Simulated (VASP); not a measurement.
# Te (R-3m) in VASP: further runs

The runs below take Te through single point, with PBEsol.

Everything below comes from runs of VASP 6.6.1. Logs are shortened: lines on timing, memory, paths and dates and some standing lists are left out, and cuts for length are marked.

### Step 1. The cell of the first run

It takes space group R-3m (No. 166, trigonal). The conventional cell has a = 4.622 Å, b = 4.622 Å, c = 5.189 Å, α = 90.00°, β = 90.00°, γ = 120.00°. Within 4.2 Å of Te (site symmetry -3m) lie 6 Te at 3.18 Å.

### Step 2. Single point, PBEsol (32.01 Å³/atom)

Contents of INCAR:

```
ALGO = Normal
EDIFF = 1E-6
ENCUT = 520
GGA = PS
ISIF = 2
ISMEAR = 0
LASPH = True
LCHARG = False
LREAL = False
LWAVE = False
NBANDS = 9
NELM = 60
PREC = Accurate
SIGMA = 0.15
```

Contents of KPOINTS:

```
k-points
0
Gamma
  15 15 15
```

Contents of POSCAR:

```
Te
1.0
    2.3112382281      1.3343940132      1.7297306899
   -2.3112382281      1.3343940132      1.7297306899
    0.0000000000     -2.6687880263      1.7297306900
Te
1
Direct
    0.5000000000      0.5000000000      0.5000000000
```

Potentials or basis: VASP PAW PBE potentials, release 64 (Te).

Run with:

```console
$ cat potpaw_PBE.64/Te/POTCAR > POTCAR
$ mpirun -np 1 vasp_std > vasp.out
```

OUTCAR:

```text
EDIFF = 1E-6
   ENCUT = 520
   GGA = PS
   ISIF = 2
   ISMEAR = 0
   LASPH = True
   LREAL = False
   NELM = 60
   PREC = Accurate

 ion  position               nearest neighbor table
   1  0.500  0.500  0.500-

  LATTYP: Found a trigonal (rhomboedric) cell.
 ALAT       =     3.1803141023
 COS(alpha) =    -0.0562808105

  Lattice vectors:

 A1 = (   2.3112382281,   1.3343940132,   1.7297306899)
 A2 = (  -2.3112382281,   1.3343940132,   1.7297306899)
 A3 = (   0.0000000000,  -2.6687880263,   1.7297306900)

Analysis of symmetry for initial positions (statically):
=====================================================================
 Subroutine PRICEL returns:
 Original cell was already a primitive cell.

 Routine SETGRP: Setting up the symmetry group for a
 trigonal (rhombohedral) supercell.

 Subroutine GETGRP returns: Found 12 space group operations
 (whereof 12 operations were pure point group operations)
 out of a pool of 12 trial point group operations.

The static configuration has the point symmetry D_3d.

Analysis of symmetry for dynamics (positions and initial velocities):
=====================================================================
 Subroutine PRICEL returns:
 Original cell was already a primitive cell.

 Routine SETGRP: Setting up the symmetry group for a
 trigonal (rhombohedral) supercell.

 Subroutine GETGRP returns: Found 12 space group operations
 (whereof 12 operations were pure point group operations)
 out of a pool of 12 trial point group operations.

The dynamic configuration has the point symmetry D_3d.

 Subroutine INISYM returns: Found 12 space group operations
 (whereof 12 operations are pure point group operations),
 and found     1 'primitive' translations

----------------------------------------------------------------------------------------

                                     Primitive cell

  volume of cell :      32.0080

  direct lattice vectors                    reciprocal lattice vectors
     2.311238228  1.334394013  1.729730690     0.216334255  0.124900640  0.192708226
    -2.311238228  1.334394013  1.729730690    -0.216334255  0.124900640  0.192708226
     0.000000000 -2.668788026  1.729730690     0.000000000 -0.249801281  0.192708226

  length of vectors
     3.180314102  3.180314102  3.180314102     0.315495072  0.315495072  0.315495072

  position of ions in fractional coordinates (direct lattice)
     0.500000000  0.500000000  0.500000000

  ion indices of the primitive-cell ions
   primitive index   ion index
                 1           1

----------------------------------------------------------------------------------------

 KPOINTS: k-points

Automatic generation of k-mesh.
 Grid dimensions read from file:
 generate k-points for:   15   15   15

 Generating k-lattice:

  Cartesian coordinates                     Fractional coordinates (reciprocal lattice)
     0.014422284  0.008326709  0.012847215     0.066666667  0.000000000  0.000000000
    -0.014422284  0.008326709  0.012847215     0.000000000  0.066666667  0.000000000
     0.000000000 -0.016653419  0.012847215    -0.000000000 -0.000000000  0.066666667

  Length of vectors
     0.021033005  0.021033005  0.021033005

  Shift w.r.t. Gamma in fractional coordinates (k-lattice)
     0.000000000  0.000000000  0.000000000

 Subroutine IBZKPT returns following result:
 ===========================================

 Found    344 irreducible k-points:

 Following reciprocal coordinates:
            Coordinates               Weight
  0.000000  0.000000  0.000000      1.000000
  0.066667  0.000000 -0.000000      6.000000
  0.133333  0.000000  0.000000      6.000000
  0.200000  0.000000  0.000000      6.000000
  0.266667  0.000000  0.000000      6.000000
  0.333333  0.000000  0.000000      6.000000
[... 16 lines left out ...]
  0.133333  0.133333  0.000000      6.000000
  0.200000  0.133333  0.000000     12.000000
 [... further k-points ...]
   k-points           NKPTS =    344   k-points in BZ     NKDIM =    344   number of bands    NBANDS=      9
   number of dos      NEDOS =    301   number of ions     NIONS =      1
   total plane-waves  NPLWV =  13824
   dimension x,y,z NGX =    24 NGY =   24 NGZ =   24
   dimension x,y,z NGXF=    48 NGYF=   48 NGZF=   48
   ions per type =               1
   NGX,Y,Z   is equivalent  to a cutoff of  12.55, 12.55, 12.55 a.u.
   NGXF,Y,Z  is equivalent  to a cutoff of  25.09, 25.09, 25.09 a.u.
 SYSTEM =  unknown system
   PREC   = accura    normal or accurate (medium, high low for compatibility)
   ISTART =      0    job   : 0-new  1-cont  2-samecut
   ICHARG =      2    charge: 1-file 2-atom 10-const
   ISPIN  =      1    spin polarized calculation?
   LNONCOLLINEAR =      F non collinear calculations
   LSORBIT =      F    spin-orbit coupling
   LASPH  =      T    aspherical Exc in radial PAW
   ENCUT  =  520.0 eV  38.22 Ry    6.18 a.u.   5.91  5.91  5.91*2*pi/ulx,y,z
   NELM   =     60;   NELMIN=  2; NELMDL= -5     # of ELM steps
   EDIFF  = 0.1E-05   stopping-criterion for ELM
   LREAL  =      F    real-space projection
   EDIFFG = 0.1E-04   stopping-criterion for IOM
   NSW    =      0    number of steps for IOM
   IBRION =     -1    ionic relax: 0-MD 1-quasi-New 2-CG
   NFREE  =      0    steps in history (QN), initial steepest desc. (CG)
   ISIF   =      2    stress and relaxation
   ISYM   =      2    0-nonsym 1-usesym 2-fastsym
   POTIM  = 0.5000    time-step for ionic-motion
   TEBEG  =    0.0;   TEEND  =   0.0 temperature during run
   PSTRESS=    0.0 pullay stress
   NELECT =       6.0000    total number of electrons
   NUPDOWN=      -1.0000    fix difference up-down
   EMIN   =  10.00;   EMAX   =-10.00  energy-range for DOS
   EFERMI =   0.00;   METHOD = LEGACY
   ISMEAR =     0;   SIGMA  =   0.15  broadening in eV -4-tet -1-fermi 0-gaus
   EFERMI_NEDOS =   21; number of points for ismear=-14 and -15
   IALGO  =     38    algorithm
   IMIX   =      4    mixing-type and parameters
     AMIX     =   0.40;   BMIX     =  1.00
     AMIX_MAG =   1.60;   BMIX_MAG =  1.00
  volume/ion in A,a.u.               =      32.01       216.00
  Fermi-wavevector in a.u.,A,eV,Ry     =   0.936927  1.770535 11.943631  0.877832
  Thomas-Fermi vector in A             =   2.063986
   LORBIT       =      0    0 simple, 1 ext, 2 COOP (PROOUT), +10 PAW based schemes
   GGA     = PS    functional components
   LHFCALC =     F    Hartree Fock is set to
   AEXX    =    0.0000 exact exchange contribution
   IVDW    =     0    specifies the selected vdW correction
   LEPSILON=     F    determine dielectric tensor
   LRPA    =     F    only Hartree local field effects (RPA)
 non-spin polarized calculation
 Gauss-broadening in eV      SIGMA  =   0.15
  energy-cutoff  :      520.00
  volume of cell :       32.01
 maximum number of plane-waves:       879
   NGX = 11   NGY = 11   NGZ = 11

 number of electron       6.0000000 magnetization

 Free energy of the ion-electron system (eV)
  ---------------------------------------------------
  ext. energy  EPLUGINS =         0.00000000
  ---------------------------------------------------
  free energy    TOTEN  =        -3.50792401 eV

  energy without entropy =       -3.50267619  energy(sigma->0) =       -3.50530010

 E-fermi :   6.5338     XC(G=0):  -9.5287

 val. band max:        6.5192773752   @ k =  -0.2667   0.4000   0.2000
 cond. band min:       6.5338640997   @ k =  -0.2000   0.1333   0.1333
 fundamental gap:      0.0145867245
 Fermi energy:         6.5337949026

 k-point     1 :       0.0000    0.0000    0.0000
  band No.  band energies     occupation
      1      -7.1970      2.00000
      2       7.5626      0.00000
      3       7.9384      0.00000
      4       7.9384      0.00000
      5      12.6467      0.00000
      6      12.6467      0.00000
      7      13.0026      0.00000
      8      23.5549      0.00000
      9      23.5663      0.00000

 k-point     2 :       0.0667    0.0000   -0.0000
  band No.  band energies     occupation
      1      -7.1432      2.00000
      2       7.1250      0.00000
      3       7.7781      0.00000
      4       7.9845      0.00000
      5      12.6978      0.00000
      6      12.9020      0.00000
      7      13.5552      0.00000
      8      22.2966      0.00000
      9      22.4002      0.00000

 k-point     3 :       0.1333    0.0000    0.0000
  band No.  band energies     occupation
      1      -6.9840      2.00000
      2       5.8357      2.00000
      3       7.8773      0.00000
      4       8.1189      0.00000
      5      12.8488      0.00000
      6      13.1109      0.00000
      7      15.1505      0.00000
      8      20.9720      0.00000
      9      21.0822      0.00000

 k-point     4 :       0.2000    0.0000    0.0000
  band No.  band energies     occupation
      1      -6.7281      2.00000
      2       4.4072      2.00000
      3       8.0802      0.00000
      4       8.3292      0.00000
      5      13.0925      0.00000
      6      13.4125      0.00000
      7      16.9995      0.00000
      8      19.8169      0.00000
      9      19.8840      0.00000
[... 205 lines left out ...]
 k-point    22 :      -0.0667    0.0667    0.0000
  band No.  band energies     occupation
      1      -7.0940      2.00000
      2       7.1145      0.00000
      3       7.3924      0.00000
      4       7.9383      0.00000
      5      12.8327      0.00000
      6      13.3841      0.00000
      7      13.6391      0.00000
      8      20.9463      0.00000
      9      22.2964      0.00000

 k-point    23 :       0.1333    0.1333    0.0000
  band No.  band energies     occupation
      1      -6.7528      2.00000
      2       5.8572      2.00000
      3       5.9686      2.00000
      4       8.1840      0.00000
      5      13.2278      0.00000
      6      15.4521      0.00000
      7      15.5376      0.00000
      8      20.3307      0.00000
      9      21.2096      0.00000

 k-point    24 :       0.2000    0.1333    0.0000
  band No.  band energies     occupation
      1      -6.4893      2.00000
      2       4.4879      2.00000
      3       6.0954      1.99996
      4       8.3916      0.00000
      5      13.5094      0.00000
      6      15.7162      0.00000
      7      17.2182      0.00000
      8      19.1802      0.00000
      9      20.1130      0.00000

 [... further k-points ...]

------------------------ aborting loop because EDIFF is reached ----------------------------------------

  FORCE on cell =-STRESS in cart. coord.  units (eV):
  Direction    XX          YY          ZZ          XY          YZ          ZX
  --------------------------------------------------------------------------------------
  -------------------------------------------------------------------------------------
  Total       -0.3609121     -0.3609121     -0.2679143      0.0000000      0.0000000      0.0000000
  in kB      -18.0656468    -18.0656468    -13.4105903      0.0000000      0.0000000      0.0000000
  external PRESSURE =     -16.5139613 kB  Pullay stress =       0.0000000 kB

 VOLUME and BASIS-vectors are now :
 -----------------------------------------------------------------------------
  energy-cutoff  :      520.00
  volume of cell :       32.01
      direct lattice vectors                 reciprocal lattice vectors
     2.311238228  1.334394013  1.729730690     0.216334255  0.124900640  0.192708226
    -2.311238228  1.334394013  1.729730690    -0.216334255  0.124900640  0.192708226
     0.000000000 -2.668788026  1.729730690     0.000000000 -0.249801281  0.192708226

 POSITION                                       TOTAL-FORCE (eV/Angst)
 -----------------------------------------------------------------------------------
      0.00000      0.00000      2.59460         0.000000     -0.000000      0.000000
 -----------------------------------------------------------------------------------
    total drift:                                0.000000      0.000000     -0.000000

  FREE ENERGIE OF THE ION-ELECTRON SYSTEM (eV)
  ---------------------------------------------------
  free  energy   TOTEN  =        -3.5079240147 eV

  energy  without entropy=       -3.5026761870  energy(sigma->0) =       -3.50530010
```

It took 14 s on 1 thread of Intel Xeon 6975P-C (Granite Rapids), shared host; peak memory 0.21 GiB.

Results:

```yaml
Free_energy: -3.5079 eV
Pressure: -1.7 GPa
Band_gap_on_the_k_mesh: zero (bands 3 and 4 overlap by 4.93 eV)
```

Stress tensor (GPa, compression positive):
```
-1.81  0.00  0.00
 0.00 -1.81  0.00
 0.00  0.00 -1.34
```

Levels at points of the mesh, in eV from the Fermi level:
```csv
k point,band 1,band 2,band 3,band 4,band 5,band 6,band 7
"(0.00, 0.00, 0.00)",-13.73,1.03,1.40,1.40,6.11,6.11,6.47
```

Caveat: the PAW data sets were made with another functional, which shifts forces and pressure a little; spin-orbit coupling is left out, which moves the levels of the heavy elements.

### Step 3. Single point, PBEsol (32.84 Å³/atom)

This run uses another cell than the first one, of 32.84 Å³/atom.

Contents of INCAR:

```
SYSTEM = Te
ALGO = Normal ; EDIFF = 1E-6
ENCUT = 520 ; GGA = PS
ISIF = 2 ; ISMEAR = 0
LASPH = .TRUE. ; LCHARG = .FALSE.
LREAL = .FALSE. ; LWAVE = .FALSE.
NBANDS = 9 ; NELM = 80
PREC = Accurate ; SIGMA = 0.15
```

Contents of KPOINTS:

```
k-points
0
G
  15 15 15
  0 0 0
```

Contents of POSCAR:

```
Te
1.0
    2.3519488591      1.3578983069      1.7137867353
   -2.3519488591      1.3578983069      1.7137867353
    0.0000000000     -2.7157966138      1.7137867354
Te
1
Direct
    0.5000000000      0.5000000000      0.5000000000
```

Potentials or basis: VASP PAW PBE potentials, release 64 (Te).

Run with:

```console
$ cat potpaw_PBE.64/Te/POTCAR > POTCAR
$ mpirun -np 1 vasp_std > vasp.out
```

Run time: 13 s. Hardware: 1 thread of Intel Xeon 6975P-C (Granite Rapids), shared host; peak memory 0.21 GiB.

Results (log left out):

```yaml
Free_energy: -3.4932 eV
Pressure: -3.1 GPa
Band_gap_on_the_k_mesh: zero (bands 3 and 4 overlap by 4.57 eV)
```

Stress tensor (GPa, compression positive):
```
-3.36  0.00  0.00
 0.00 -3.36  0.00
 0.00  0.00 -2.44
```

Levels at points of the mesh, in eV from the Fermi level:
```
           k point  band 1  band 2  band 3  band 4  band 5  band 6
(0.00, 0.00, 0.00)  -13.51    0.96    1.44    1.44    6.19    6.19
```

Caveat: the cell stands under tension; the PAW data sets were made with another functional, which shifts forces and pressure a little; spin-orbit coupling is left out, which moves the levels of the heavy elements.

The gap in the log of VASP goes by the Fermi energy; the results here count the filled bands.